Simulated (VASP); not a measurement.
A run of VASP 6.6.1:

File INCAR:

```
PREC = Accurate ; ENCUT = 650
EDIFF = 1E-6 ; ISMEAR = -1
SIGMA = 0.05 ; LREAL = Auto
LASPH = True ; NELM = 120
ALGO = Normal ; ISIF = 2
LWAVE = False ; LCHARG = True
GGA = PE ; LVHAR = True
NELECT = 322.0 ; NBANDS = 188
GGA_COMPAT = False ; KPAR = 2
NCORE = 2
```

The input KPOINTS:

```
regular mesh
0
Gamma
  2 2 2
```

POSCAR

```
Ba8LiTi8O24
1.0
    7.9400000000      0.0000000000      0.0000000000
    0.0000000000      7.9400000000      0.0000000000
    0.0000000000      0.0000000000      7.9400000000
Ba Ti O Li
8 8 24 1
Direct
   -0.0015508013     -0.0000680960     -0.0000481856
   -0.0002652702      0.0028589913      0.5005485623
   -0.0002649989      0.5005269444      0.0028809361
   -0.0348591156      0.5349284357      0.5349324678
    0.5051531317     -0.0049285760     -0.0049104839
    0.5003320508     -0.0000900435      0.5018369493
    0.5003304496      0.5018152428     -0.0000685495
    0.4974099880      0.5005258654      0.5005472405
    0.2798824464      0.2203499444      0.2203682772
    0.2408127385      0.2594218802      0.7355911168
    0.2408115285      0.7355684001      0.2594417315
    0.2457666270      0.7600316245      0.7600530198
    0.7647104298      0.2594337539      0.2594523925
    0.7402029470      0.2544354674      0.7600822707
    0.7402001194      0.7600636943      0.2544510283
    0.7388816894      0.7613675204      0.7613873845
    0.2565330740      0.2436723100     -0.0065588350
    0.0045109352      0.2451953828      0.2452247585
    0.2565369413     -0.0065798005      0.2436846016
    0.2553812833      0.2449696277      0.4958567423
    0.0039286140      0.2514356081      0.7458825665
    0.2516274787     -0.0039468875      0.7473585386
    0.2516278592      0.7473203247     -0.0039207100
    0.0039246231      0.7458682804      0.2514565225
    0.2553618739      0.4958277252      0.2450184868
    0.2487639611      0.7459051096      0.4963554732
   -0.0006530277      0.7548022841      0.7548274975
    0.2487680437      0.4963304092      0.7459164569
    0.7530497972      0.2486660970     -0.0038839619
    0.5068431441      0.2436192145      0.2436354071
    0.7530422989     -0.0039068890      0.2486904825
    0.7542805683      0.2514925401      0.4964012339
    0.5042228187      0.2486716523      0.7474415196
    0.7502327243     -0.0001995256      0.7500592061
    0.7502303211      0.7500390203     -0.0001769269
    0.5042195729      0.7474108414      0.2486956360
    0.7542834632      0.4963801719      0.2515093484
    0.7454645069      0.7548429974      0.5009208156
    0.5004716966      0.7500065188      0.7500291231
    0.7454676296      0.5009004509      0.7548651023
    0.1248732383      0.3758130870      0.3758748564
```

Potentials or basis: VASP PAW PBE potentials, release 64 (Ba_sv, Ti_sv, O, Li_sv).

The run is started by

```sh
$ cat potpaw_PBE.64/Ba_sv/POTCAR potpaw_PBE.64/Ti_sv/POTCAR potpaw_PBE.64/O/POTCAR potpaw_PBE.64/Li_sv/POTCAR > POTCAR
$ mpirun -np 4 vasp_std > vasp.out
```

Hardware: 4 MPI ranks on Oxide Virtual Turin-like Processor (shared host).

**Question.** Estimate the wall time of this run.

**Answer.** It took 23 min on 4 MPI ranks on Oxide Virtual Turin-like Processor (shared host), peak memory 0.65 GiB a rank. Counts: scf iterations 19, k points 8.
